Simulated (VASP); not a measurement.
# Ru in VASP: a series of runs

The runs below take Ru through single point, with PBE.

All numbers are computed with VASP 6.6.1; they aren't measurements. Logs are shortened: lines on timing, memory, paths and dates and some standing lists are left out, and cuts for length are marked.

## (1) The cell of the first run

It takes space group P6_3/mmc (No. 194, hexagonal). The conventional cell has a = 2.706 Å, b = 2.706 Å, c = 4.368 Å, α = 90.00°, β = 90.00°, γ = 120.00°. Ru (site symmetry -6m2) has 12 Ru at 2.69 to 2.71 Å within 3.5 Å.

## (2) Single point, PBE (zz strain of +2 %)

Input file INCAR:

```
SYSTEM = Ru
PREC = Accurate
ENCUT = 520
EDIFF = 1E-6
ISMEAR = -1
SIGMA = 0.03
LREAL = .False.
LASPH = .True.
NELM = 100
ALGO = Normal
ISIF = 2
LWAVE = .False.
LCHARG = .True.
GGA = PE
LELF = .True.
LVHAR = .True.
NBANDS = 21
```

Input file KPOINTS:

```
Automatic mesh
0
Gamma
  14 14 8
  0 0 0
```

Input file POSCAR:

```
Ru
1.0
    2.7057993342      0.0000000000      0.0000000000
   -1.3528996671      2.3432909610      0.0000000000
    0.0000000000      0.0000000000      4.3675380000
Ru
2
Direct
    0.3333333333      0.6666666667      0.2500000000
    0.6666666667      0.3333333333      0.7500000000
```

Potentials or basis: VASP PAW PBE potentials, release 64 (Ru_pv).

Run with:

```console
> cat potpaw_PBE.64/Ru_pv/POTCAR > POTCAR
> mpirun -np 1 vasp_std > vasp.out
```

OUTCAR:

```text
SYSTEM = Ru
   PREC = Accurate
   ENCUT = 520
   EDIFF = 1E-6
   ISMEAR = -1
   LREAL = .False.
   LASPH = .True.
   NELM = 100
   ISIF = 2
   GGA = PE

 ion  position               nearest neighbor table
   1  0.333  0.667  0.250-   2 2.69   2 2.69   2 2.69   2 2.69   2 2.69   2 2.69
   2  0.667  0.333  0.750-   1 2.69   1 2.69   1 2.69   1 2.69   1 2.69   1 2.69

  LATTYP: Found a hexagonal cell.
 ALAT       =     2.7057993342
 C/A-ratio  =     1.6141396536

  Lattice vectors:

 A1 = (   2.7057993342,   0.0000000000,   0.0000000000)
 A2 = (  -1.3528996671,   2.3432909610,   0.0000000000)
 A3 = (   0.0000000000,   0.0000000000,   4.3675380000)

Analysis of symmetry for initial positions (statically):
=====================================================================
 Subroutine PRICEL returns:
 Original cell was already a primitive cell.

 Routine SETGRP: Setting up the symmetry group for a
 hexagonal supercell.

 Subroutine GETGRP returns: Found 24 space group operations
 (whereof 12 operations were pure point group operations)
 out of a pool of 24 trial point group operations.

The static configuration has the point symmetry D_3d.
 The point group associated with its full space group is D_6h.

Analysis of symmetry for dynamics (positions and initial velocities):
=====================================================================
 Subroutine PRICEL returns:
 Original cell was already a primitive cell.

 Routine SETGRP: Setting up the symmetry group for a
 hexagonal supercell.

 Subroutine GETGRP returns: Found 24 space group operations
 (whereof 12 operations were pure point group operations)
 out of a pool of 24 trial point group operations.

The dynamic configuration has the point symmetry D_3d.
 The point group associated with its full space group is D_6h.

 Subroutine INISYM returns: Found 24 space group operations
 (whereof 12 operations are pure point group operations),
 and found     1 'primitive' translations

----------------------------------------------------------------------------------------

                                     Primitive cell

  volume of cell :      27.6923

  direct lattice vectors                    reciprocal lattice vectors
     2.705799334  0.000000000  0.000000000     0.369576556  0.213375124  0.000000000
    -1.352899667  2.343290961  0.000000000     0.000000000  0.426750249  0.000000000
     0.000000000  0.000000000  4.367538000     0.000000000  0.000000000  0.228961946

  length of vectors
     2.705799334  2.705799334  4.367538000     0.426750249  0.426750249  0.228961946

  position of ions in fractional coordinates (direct lattice)
     0.333333333  0.666666667  0.250000000
     0.666666667  0.333333333  0.750000000

  ion indices of the primitive-cell ions
   primitive index   ion index
                 1           1
                 2           2

----------------------------------------------------------------------------------------

 KPOINTS: Automatic mesh

Automatic generation of k-mesh.
 Grid dimensions read from file:
 generate k-points for:   14   14    8

 Generating k-lattice:

  Cartesian coordinates                     Fractional coordinates (reciprocal lattice)
     0.026398325  0.015241080  0.000000000     0.071428571  0.000000000  0.000000000
     0.000000000  0.030482161  0.000000000     0.000000000  0.071428571  0.000000000
     0.000000000  0.000000000  0.028620243     0.000000000  0.000000000  0.125000000

  Length of vectors
     0.030482161  0.030482161  0.028620243

  Shift w.r.t. Gamma in fractional coordinates (k-lattice)
     0.000000000  0.000000000  0.000000000

 Subroutine IBZKPT returns following result:
 ===========================================

 Found    120 irreducible k-points:

 Following reciprocal coordinates:
            Coordinates               Weight
  0.000000  0.000000  0.000000      1.000000
  0.071429  0.000000  0.000000      6.000000
  0.142857  0.000000  0.000000      6.000000
  0.214286  0.000000  0.000000      6.000000
  0.285714  0.000000  0.000000      6.000000
  0.357143  0.000000  0.000000      6.000000
[... 16 lines left out ...]
  0.285714  0.285714  0.000000      6.000000
  0.357143  0.285714  0.000000      6.000000
 [... further k-points ...]
   k-points           NKPTS =    120   k-points in BZ     NKDIM =    120   number of bands    NBANDS=     21
   number of dos      NEDOS =    301   number of ions     NIONS =      2
   total plane-waves  NPLWV =  12800
   dimension x,y,z NGX =    20 NGY =   20 NGZ =   32
   dimension x,y,z NGXF=    40 NGYF=   40 NGZF=   64
   ions per type =               2
   NGX,Y,Z   is equivalent  to a cutoff of  12.29, 12.29, 12.18 a.u.
   NGXF,Y,Z  is equivalent  to a cutoff of  24.58, 24.58, 24.36 a.u.
 SYSTEM =  Ru
   PREC   = accura    normal or accurate (medium, high low for compatibility)
   ISTART =      0    job   : 0-new  1-cont  2-samecut
   ICHARG =      2    charge: 1-file 2-atom 10-const
   ISPIN  =      1    spin polarized calculation?
   LNONCOLLINEAR =      F non collinear calculations
   LSORBIT =      F    spin-orbit coupling
   LASPH  =      T    aspherical Exc in radial PAW
   ENCUT  =  520.0 eV  38.22 Ry    6.18 a.u.   5.03  5.03  8.12*2*pi/ulx,y,z
   NELM   =    100;   NELMIN=  2; NELMDL= -5     # of ELM steps
   EDIFF  = 0.1E-05   stopping-criterion for ELM
   LREAL  =      F    real-space projection
   EDIFFG = 0.1E-04   stopping-criterion for IOM
   NSW    =      0    number of steps for IOM
   IBRION =     -1    ionic relax: 0-MD 1-quasi-New 2-CG
   NFREE  =      0    steps in history (QN), initial steepest desc. (CG)
   ISIF   =      2    stress and relaxation
   ISYM   =      2    0-nonsym 1-usesym 2-fastsym
   POTIM  = 0.5000    time-step for ionic-motion
   TEBEG  =    0.0;   TEEND  =   0.0 temperature during run
   PSTRESS=    0.0 pullay stress
   NELECT =      28.0000    total number of electrons
   NUPDOWN=      -1.0000    fix difference up-down
   EMIN   =  10.00;   EMAX   =-10.00  energy-range for DOS
   EFERMI =   0.00;   METHOD = LEGACY
   ISMEAR =    -1;   SIGMA  =   0.03  broadening in eV -4-tet -1-fermi 0-gaus
   EFERMI_NEDOS =   21; number of points for ismear=-14 and -15
   IALGO  =     38    algorithm
   IMIX   =      4    mixing-type and parameters
     AMIX     =   0.40;   BMIX     =  1.00
     AMIX_MAG =   1.60;   BMIX_MAG =  1.00
  volume/ion in A,a.u.               =      13.85        93.44
  Fermi-wavevector in a.u.,A,eV,Ry     =   1.643140  3.105085 36.734511  2.699910
  Thomas-Fermi vector in A             =   2.733325
   LORBIT       =      0    0 simple, 1 ext, 2 COOP (PROOUT), +10 PAW based schemes
   GGA     = PE    functional components
   LHFCALC =     F    Hartree Fock is set to
   AEXX    =    0.0000 exact exchange contribution
   IVDW    =     0    specifies the selected vdW correction
   LEPSILON=     F    determine dielectric tensor
   LRPA    =     F    only Hartree local field effects (RPA)
 non-spin polarized calculation
  energy-cutoff  :      520.00
  volume of cell :       27.69
 maximum number of plane-waves:       768
 NGX is ok and might be reduce to    20
   NGX =  9   NGY =  9   NGZ = 17

 number of electron      28.0000014 magnetization

 Free energy of the ion-electron system (eV)
  ---------------------------------------------------
  ext. energy  EPLUGINS =         0.00000000
  ---------------------------------------------------
  free energy    TOTEN  =       -18.45020770 eV

  energy without entropy =      -18.44310152  energy(sigma->0) =      -18.44665461

 E-fermi :  12.4669     XC(G=0): -13.9989

 val. band max:       12.4615480282   @ k =   0.2857   0.0000   0.2500
 cond. band min:      12.4747172311   @ k =   0.2143   0.0714   0.2500
 fundamental gap:      0.0131692030
 Fermi energy:        12.4669012624

 k-point     1 :       0.0000    0.0000    0.0000
  band No.  band energies     occupation
      1     -31.0667      2.00000
      2     -30.1880      2.00000
      3     -30.1880      2.00000
      4     -30.0441      2.00000
      5     -30.0441      2.00000
      6     -30.0413      2.00000
[... 13 lines left out ...]
     20      22.9291      0.00000
     21      22.9347      0.00000

 k-point     2 :       0.0714    0.0000    0.0000
  band No.  band energies     occupation
      1     -31.0505      2.00000
      2     -30.2250      2.00000
      3     -30.2000      2.00000
      4     -30.0825      2.00000
      5     -30.0496      2.00000
      6     -30.0480      2.00000
[... 13 lines left out ...]
     20      22.9291      0.00000
     21      22.9344      0.00000

 k-point     3 :       0.1429    0.0000    0.0000
  band No.  band energies     occupation
      1     -31.0036      2.00000
      2     -30.3285      2.00000
      3     -30.2328      2.00000
      4     -30.1883      2.00000
      5     -30.0682      2.00000
      6     -30.0658      2.00000
[... 13 lines left out ...]
     20      22.9291      0.00000
     21      22.9336      0.00000

 k-point     4 :       0.2143    0.0000    0.0000
  band No.  band energies     occupation
      1     -30.9309      2.00000
      2     -30.4780      2.00000
      3     -30.3373      2.00000
      4     -30.2787      2.00000
      5     -30.1021      2.00000
      6     -30.0903      2.00000
[... 13 lines left out ...]
     20      22.9290      0.00000
     21      22.9326      0.00000

 k-point     5 :       0.2857    0.0000    0.0000
  band No.  band energies     occupation
      1     -30.8404      2.00000
      2     -30.6437      2.00000
      3     -30.4977      2.00000
      4     -30.3280      2.00000
      5     -30.1495      2.00000
      6     -30.1188      2.00000
[... 13 lines left out ...]
     20      22.9290      0.00000
     21      22.9313      0.00000
[... 382 lines left out ...]
     20      22.9263      0.00000
     21      23.0284      0.00000

 k-point    22 :       0.3571    0.2143    0.0000
  band No.  band energies     occupation
      1     -30.8365      2.00000
      2     -30.6865      2.00000
      3     -30.5550      2.00000
      4     -30.5516      2.00000
      5     -30.3542      2.00000
      6     -30.3440      2.00000
[... 13 lines left out ...]
     20      22.9287      0.00000
     21      22.9305      0.00000

 k-point    23 :       0.2857    0.2857    0.0000
  band No.  band energies     occupation
      1     -30.7952      2.00000
      2     -30.6860      2.00000
      3     -30.5603      2.00000
      4     -30.5421      2.00000
      5     -30.4094      2.00000
      6     -30.3546      2.00000
[... 13 lines left out ...]
     20      22.9288      0.00000
     21      22.9295      0.00000

 k-point    24 :       0.3571    0.2857    0.0000
  band No.  band energies     occupation
      1     -30.7955      2.00000
      2     -30.6389      2.00000
      3     -30.6262      2.00000
      4     -30.4867      2.00000
      5     -30.4470      2.00000
      6     -30.4039      2.00000
[... 13 lines left out ...]
     20      22.9292      0.00000
     21      22.9293      0.00000

 [... further k-points ...]

------------------------ aborting loop because EDIFF is reached ----------------------------------------

  FORCE on cell =-STRESS in cart. coord.  units (eV):
  Direction    XX          YY          ZZ          XY          YZ          ZX
  --------------------------------------------------------------------------------------
  -------------------------------------------------------------------------------------
  Total        0.2921873      0.2921873     -1.5819818      0.0000000     -0.0000000      0.0000000
  in kB       16.9049290     16.9049290    -91.5279130      0.0000000     -0.0000000      0.0000000
  external PRESSURE =     -19.2393517 kB  Pullay stress =       0.0000000 kB

 VOLUME and BASIS-vectors are now :
 -----------------------------------------------------------------------------
  energy-cutoff  :      520.00
  volume of cell :       27.69
      direct lattice vectors                 reciprocal lattice vectors
     2.705799334  0.000000000  0.000000000     0.369576556  0.213375124  0.000000000
    -1.352899667  2.343290961  0.000000000     0.000000000  0.426750249  0.000000000
     0.000000000  0.000000000  4.367538000     0.000000000  0.000000000  0.228961946

 POSITION                                       TOTAL-FORCE (eV/Angst)
 -----------------------------------------------------------------------------------
     -0.00000      1.56219      1.09188         0.000000     -0.000000      0.000000
      1.35290      0.78110      3.27565        -0.000000      0.000000      0.000000
 -----------------------------------------------------------------------------------
    total drift:                               -0.000000      0.000000     -0.000000

  FREE ENERGIE OF THE ION-ELECTRON SYSTEM (eV)
  ---------------------------------------------------
  free  energy   TOTEN  =       -18.4502076953 eV

  energy  without entropy=      -18.4431015173  energy(sigma->0) =      -18.44665461
```

Wall time 86 s (1 thread of Intel Xeon 8259CL, shared host); peak memory 0.18 GiB.

What came out:

| Quantity | Value |
| --- | --- |
| Free energy | -18.4502 eV |
| Pressure | -1.9 GPa |
| Band gap on the k mesh | zero (bands 14 and 15 overlap by 3.09 eV) |

Stress tensor (GPa, compression positive):
```
 1.69  0.00  0.00
 0.00  1.69  0.00
 0.00  0.00 -9.15
```

Caveat: the cell differs from its parent crystal (zz strain of +2 %); the stress differs along the axes, from -9 to 2 GPa.

(Continued in part 2 of 2.)
